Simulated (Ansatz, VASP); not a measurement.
One calculation of BeS, two programs

```
Be S
1.0
     0.00000    2.35225    2.35225
     2.35225    0.00000    2.35225
     2.35225    2.35225    0.00000
Be S
1 1
Direct
  0.00000 0.00000 0.00000
  0.75000 0.75000 0.75000
```

Change from the starting cell: strain -0.030 along x and y, -0.030 along z, atoms carried along.

Alike in both runs: task single point; functional PBE; k mesh 8 × 8 × 8; occupations gaussian, width 0.05 eV; no spin polarisation.

|  | VASP | Ansatz |
| --- | --- | --- |
| version | VASP 6.6.1 | Ansatz 0.2.0 |
| potentials or method | VASP PAW PBE potentials, release 64 (Be, S), cutoff 520 eV | scalar-relativistic, plane waves, PAW |
| valence electrons in the cell | 8 | 8 |

|  | VASP | Ansatz | Ansatz less VASP |
| --- | --- | --- | --- |
| gap on the k mesh at the Fermi level (eV) | 2.89 | 2.88 | -0.001 |
| least direct gap on the mesh (eV) | 5.61 | 5.59 | -0.021 |
| pressure (GPa) | 12.2 | 12.2 | +0.01 |

The functional is the same, so the differences come from potentials, cutoffs and numerics.
